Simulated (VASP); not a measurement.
# RuBr4 (P6mm) in VASP: relaxation of cell and atoms with PBE

Aim: the relaxation of cell and atoms of RuBr4 with PBE.

All numbers are computed with VASP 6.6.1; they aren't measurements. Logs are shortened: lines on timing, memory, paths and dates and some standing lists are left out, and cuts for length are marked.

## 1. The cell of the first run

It takes space group P6mm (No. 183, hexagonal). The conventional cell has a = 6.335 Å, b = 6.335 Å, c = 5.107 Å, α = 90.00°, β = 90.00°, γ = 120.00°. Within 3.4 Å of Ru (site symmetry 6mm) lie 2 Br at 2.54 to 2.57 Å. Br (site symmetry 2mm) has 6 Br at 3.17 to 3.19 Å and 4 Ru at 3.86 to 4.30 Å within 4.3 Å. Br (site symmetry 6mm) has 2 Ru at 2.54 to 2.57 Å and 6 Br at 3.19 Å within 3.4 Å.

The cell was built from a structure type or drawn by symmetry, and may not be a known phase.

## 2. Relaxation of cell and atoms, PBE, collinear spin, ferromagnetic start

Input file INCAR:

```
SYSTEM = RuBr4
ALGO = Normal ; EDIFF = 1E-6
EDIFFG = -0.08 ; ENCUT = 600
GGA = PE ; IBRION = 2
ISIF = 3 ; ISMEAR = 0
ISPIN = 2 ; LASPH = .TRUE.
LCHARG = .FALSE. ; LMAXMIX = 4
LORBIT = 11 ; LREAL = .FALSE.
LWAVE = .FALSE. ; MAGMOM = 1 0 0 0 0
NELM = 150 ; NSW = 36
PREC = Accurate ; SIGMA = 0.15
```

Input file KPOINTS:

```
k-points
0
G
  2 2 3
  0 0 0
```

Input file POSCAR:

```
RuBr4
1.0
    6.3349917800      0.0000000000      0.0000000000
   -3.1674958900      5.4862638200      0.0000000000
    0.0000000000      0.0000000000      5.1068211500
Ru Br
1 4
Direct
    0.0000000000      0.0000000000      0.6810175900
    0.5000000000      0.0000000000      0.2492313500
    0.0000000000      0.5000000000      0.2492313500
    0.5000000000      0.5000000000      0.2492313500
    0.0000000000      0.0000000000      0.1785660200
```

Potentials or basis: VASP PAW PBE potentials, release 64 (Ru_pv, Br).

The run is started by

```console
$ cat potpaw_PBE.64/Ru_pv/POTCAR potpaw_PBE.64/Br/POTCAR > POTCAR
$ mpirun -np 1 vasp_std > vasp.out
```

OUTCAR:

```text
SYSTEM = RuBr4
   EDIFF = 1E-6
   EDIFFG = -0.08
   ENCUT = 600
   GGA = PE
   IBRION = 2
   ISIF = 3
   ISMEAR = 0
   ISPIN = 2
   LASPH = .TRUE.
   LORBIT = 11
   LREAL = .FALSE.
   NELM = 150
   NSW = 36
   PREC = Accurate

 ion  position               nearest neighbor table
   1  0.000  0.000  0.681-   5 2.54   5 2.57
   2  0.500  0.000  0.249-
   3  0.000  0.500  0.249-
   4  0.500  0.500  0.249-
   5  0.000  0.000  0.179-   1 2.54   1 2.57

  LATTYP: Found a hexagonal cell.
 ALAT       =     6.3349917800
 C/A-ratio  =     0.8061290886

  Lattice vectors:

 A1 = (   6.3349917800,   0.0000000000,   0.0000000000)
 A2 = (  -3.1674958900,   5.4862638200,   0.0000000000)
 A3 = (   0.0000000000,   0.0000000000,   5.1068211500)

Analysis of symmetry for initial positions (statically):
=====================================================================
 Subroutine PRICEL returns:
 Original cell was already a primitive cell.

 Routine SETGRP: Setting up the symmetry group for a
 hexagonal supercell.

 Subroutine GETGRP returns: Found 12 space group operations
 (whereof 12 operations were pure point group operations)
 out of a pool of 24 trial point group operations.

The static configuration has the point symmetry C_6v.

Analysis of symmetry for dynamics (positions and initial velocities):
=====================================================================
 Subroutine PRICEL returns:
 Original cell was already a primitive cell.

 Routine SETGRP: Setting up the symmetry group for a
 hexagonal supercell.

 Subroutine GETGRP returns: Found 12 space group operations
 (whereof 12 operations were pure point group operations)
 out of a pool of 24 trial point group operations.

The dynamic configuration has the point symmetry C_6v.

Analysis of structural, dynamic, and magnetic symmetry:
=====================================================================
 Subroutine PRICEL returns:
 Original cell was already a primitive cell.

 Routine SETGRP: Setting up the symmetry group for a
 hexagonal supercell.

 Subroutine GETGRP returns: Found 12 space group operations
 (whereof 12 operations were pure point group operations)
 out of a pool of 24 trial point group operations.

The overall configuration has the point symmetry C_6v.

 Subroutine INISYM returns: Found 12 space group operations
 (whereof 12 operations are pure point group operations),
[... 115 lines left out ...]
  energy-cutoff  :      600.00
  volume of cell :      177.49
 maximum number of plane-waves:      5948
 NGX is ok and might be reduce to    54
   NGX = 25   NGY = 25   NGZ = 21

--------------------------------------- Ionic step        1  -------------------------------------------

 number of electron      42.0000000 magnetization       3.6329499

 Free energy of the ion-electron system (eV)
  ---------------------------------------------------
  ext. energy  EPLUGINS =         0.00000000
  ---------------------------------------------------
  free energy    TOTEN  =       -11.33169068 eV

  energy without entropy =      -11.21357631  energy(sigma->0) =      -11.27263349

------------------------ aborting loop because EDIFF is reached ----------------------------------------

  FORCE on cell =-STRESS in cart. coord.  units (eV):
  Direction    XX          YY          ZZ          XY          YZ          ZX
  --------------------------------------------------------------------------------------
  -------------------------------------------------------------------------------------
  Total        1.5189731      1.5189731     -5.5094843      0.0000000      0.0000000      0.0000000
  in kB       13.7115729     13.7115730    -49.7333992      0.0000000      0.0000000      0.0000000
  external PRESSURE =      -7.4367511 kB  Pullay stress =       0.0000000 kB
[... 98 lines left out ...]
  FREE ENERGIE OF THE ION-ELECTRON SYSTEM (eV)
  ---------------------------------------------------
  free  energy   TOTEN  =       -11.5810167879 eV

  energy  without entropy=      -11.4722259980  energy(sigma->0) =      -11.52662139

 E-fermi :  -0.7777     XC(G=0):  -7.3129

 val. band max:       -0.8699898067   @ k =   0.5000  -0.0000   0.0000
 cond. band min:      -0.7770734271   @ k =   0.0000   0.0000   0.0000
 fundamental gap:      0.0929163796
 Fermi energy:        -0.7777103320

 spin component 1

 k-point     1 :       0.0000    0.0000    0.0000
  band No.  band energies     occupation
      1     -44.3216      1.00000
      2     -44.3216      1.00000
      3     -44.2579      1.00000
      4     -15.8948      1.00000
      5     -14.7214      1.00000
      6     -14.0439      1.00000
[... 224 lines left out ...]
     25       4.8182      0.00000
     26       5.1259      0.00000

[... ionic steps 4 to 29 ...]

--------------------------------------- Ionic step       30  -------------------------------------------

 number of electron      41.9999999 magnetization       2.4965394

------------------------ aborting loop because EDIFF is reached ----------------------------------------
[... 73 lines left out ...]
--------------------------------------- Ionic step       32  -------------------------------------------

 number of electron      42.0000004 magnetization       2.4981623

 Free energy of the ion-electron system (eV)
  ---------------------------------------------------
  ext. energy  EPLUGINS =         0.00000000
  ---------------------------------------------------
  free energy    TOTEN  =       -14.39132615 eV

  energy without entropy =      -14.36690355  energy(sigma->0) =      -14.37911485

 E-fermi :   1.9624     XC(G=0):  -8.5065

 val. band max:        1.8391452839   @ k =   0.5000  -0.0000   0.0000
 cond. band min:       2.1191631462   @ k =   0.5000  -0.0000   0.0000
 fundamental gap:      0.2800178623
 Fermi energy:         1.9624391244

 spin component 1

 k-point     1 :       0.0000    0.0000    0.0000
  band No.  band energies     occupation
      1     -41.1981      1.00000
      2     -40.6504      1.00000
      3     -40.6504      1.00000
      4     -14.5238      1.00000
      5     -13.2539      1.00000
      6     -12.5308      1.00000
[... 256 lines left out ...]
  FREE ENERGIE OF THE ION-ELECTRON SYSTEM (eV)
  ---------------------------------------------------
  free  energy   TOTEN  =       -14.3913261535 eV

  energy  without entropy=      -14.3669035473  energy(sigma->0) =      -14.37911485

 reached required accuracy - stopping structural energy minimisation

 total charge

# of ion       s       p       d       tot
------------------------------------------
    1        0.208   6.106   5.988  12.301
    2        1.649   3.051   0.038   4.739
    3        1.649   3.051   0.038   4.739
    4        1.649   3.051   0.038   4.739
    5        1.609   3.210   0.045   4.864
--------------------------------------------------
tot          6.765  18.470   6.146  31.381

 magnetization (x)

# of ion       s       p       d       tot
------------------------------------------
    1        0.032   0.008   1.574   1.614
    2        0.007   0.126   0.002   0.135
    3        0.007   0.126   0.002   0.135
    4        0.007   0.126   0.002   0.135
    5        0.014   0.174   0.009   0.197
--------------------------------------------------
tot          0.066   0.561   1.588   2.216
```

OSZICAR:

```text
N       E                     dE             d eps       ncg     rms          rms(c)
DAV:   1     0.300002073315E+03    0.30000E+03   -0.21494E+04   480   0.153E+03
DAV:   2     0.144005129405E+02   -0.28560E+03   -0.27946E+03   538   0.284E+02
[... 438 lines left out ...]
DAV:   4    -0.143919492587E+02    0.40623E-02   -0.53568E-02   424   0.103E+00    0.482E-01
DAV:   5    -0.143912002445E+02    0.74901E-03   -0.58257E-03   440   0.488E-01    0.308E-01
DAV:   6    -0.143912687910E+02   -0.68547E-04   -0.40240E-04   484   0.104E-01    0.239E-01
DAV:   7    -0.143913049626E+02   -0.36172E-04   -0.12277E-04   442   0.538E-02    0.113E-01
DAV:   8    -0.143913261056E+02   -0.21143E-04   -0.80512E-05   436   0.492E-02    0.167E-02
DAV:   9    -0.143913261535E+02   -0.47899E-07   -0.62425E-06   442   0.136E-02
  32 F= -.14391326E+02 E0= -.14379115E+02  d E =-.169186E-01  mag=     2.4982
```

Wall time 37 min (1 thread of Intel Xeon Platinum 8175M at 2.50GHz (Skylake/Cascade Lake), shared host); peak memory 0.46 GiB.

Results:

| Property | Result |
| --- | --- |
| Free energy | -14.3913 eV |
| Relaxed volume | 29.17 Å³/atom |
| Relaxed cell | a = 5.836 Å, b = 5.836 Å, c = 4.945 Å, α = 90.00°, β = 90.00°, γ = 120.00° |
| Space group after relaxing (to 0.1 Å) | P6/mmm (No. 191) |
| Energy gained by relaxing | 611.9 meV/atom |
| Ionic steps | 32 |
| Pressure after relaxing | -0.1 GPa |
| Largest force after relaxing | 0.025 eV/Å |
| Net moment | 2.50 μB per cell |
| Site moments | Ru +1.61; Br +0.14, +0.20 (each value once) μB |
| Valence electrons inside the program's atomic spheres | Ru 12.30; Br 4.74, 4.86 (each value once) |

Forces in eV/Å, atoms in the order of the input:
```
Ru   0.000  0.000  0.010
Br   0.000  0.000 -0.011
Br   0.000  0.000 -0.011
Br   0.000  0.000 -0.011
Br   0.000  0.000  0.025
```

Stress tensor (GPa, compression positive):
```
-0.03  0.00  0.00
 0.00 -0.03  0.00
 0.00  0.00 -0.13
```

The path:
| step | energy change (eV) | largest force (eV/Å) | pressure (GPa) | volume (Å³) |
| --- | --- | --- | --- | --- |
| 1 | 0.0000 | 0.6407 | -0.74 | 177.49 |
| 2 | -0.2410 | 0.5895 | 0.01 | 173.02 |
| 3 | -0.2493 | 0.7697 | 0.27 | 172.10 |
| 4 | -0.2750 | 0.5072 | 0.15 | 173.17 |
| 5 | -0.2769 | 0.7302 | 0.16 | 173.52 |
| 6 | -0.3004 | 0.7417 | -0.02 | 174.70 |
| 7 | -0.3719 | 0.7616 | -0.54 | 178.28 |
| 8 | -0.5097 | 0.7367 | -1.49 | 185.59 |
| 9 | -0.6968 | 0.5222 | -2.87 | 200.78 |
| 10 | -0.7183 | 0.4351 | -3.28 | 207.99 |
| 11 | -0.7262 | 0.4344 | -3.30 | 208.15 |
| 12 | -0.7495 | 0.4317 | -3.36 | 208.60 |
| 13 | -0.7928 | 0.4215 | -3.43 | 209.52 |
| 14 | -0.8648 | 0.3946 | -3.59 | 211.37 |
| 15 | -0.9560 | 0.5281 | -4.41 | 215.09 |
| 16 | -1.1292 | 0.5123 | -4.45 | 210.45 |
| 17 | -1.6256 | 0.3802 | -4.35 | 196.91 |
| 18 | -2.3843 | 0.2278 | -3.27 | 171.52 |
| 19 | -0.9562 | 1.7903 | 11.25 | 127.19 |
| 20 | -2.5298 | 0.5019 | -2.49 | 163.59 |
| 21 | -2.5625 | 0.8125 | -1.51 | 157.49 |
| 22 | -2.5614 | 0.7327 | -1.79 | 159.03 |
| 23 | -2.7362 | 0.5733 | -1.60 | 154.96 |
| 24 | -2.8995 | 0.6492 | -0.41 | 147.91 |
| 25 | -2.9061 | 0.7047 | 0.20 | 145.81 |
| 26 | -2.9066 | 0.6948 | 0.07 | 146.22 |
| 27 | -2.9419 | 0.5798 | 0.17 | 145.67 |
| 28 | -3.0176 | 0.3452 | 0.57 | 144.00 |
| 29 | -3.0123 | 0.5188 | 1.73 | 140.71 |
| 30 | -3.0427 | 0.2902 | 1.03 | 142.47 |
| 31 | -3.0542 | 0.1419 | -0.64 | 147.87 |
| 32 | -3.0596 | 0.0249 | -0.06 | 145.86 |

Final structure:
```
CELL_PARAMETERS angstrom
5.83638 0.00000 0.00000
-2.91819 5.05445 0.00000
0.00000 0.00000 4.94453
ATOMIC_POSITIONS crystal
Ru 0.00000 0.00000 0.42061
Br 0.50000 0.00000 0.42213
Br 0.00000 0.50000 0.42213
Br 0.50000 0.50000 0.42213
Br 0.00000 0.00000 0.92027
```

Levels at points of the mesh, in eV from the Fermi level:
Spin up:
```tsv
k point	band 18	band 19	band 20	band 21	band 22	band 23	band 24	band 25	band 26
(0.00, 0.00, 0.00)	-1.75	-1.39	-1.24	-1.24	-0.57	0.51	0.51	1.95	4.53
(0.50, 0.00, 0.00)	-2.13	-1.33	-1.23	-1.21	-0.53	-0.33	1.23	4.91	6.03
```
Spin down:
```
           k point  band 18  band 19  band 20  band 21  band 22  band 23
(0.00, 0.00, 0.00)    -0.68    -0.53    -0.46    -0.33    -0.33     0.82
(0.50, 0.00, 0.00)    -1.89    -0.30    -0.28    -0.12     0.16     0.39
```

Caveat: the k points lie up to 0.62 Å⁻¹ apart in the final cell; the volume moved by over 15 % at a fixed basis, so the end points are rough.
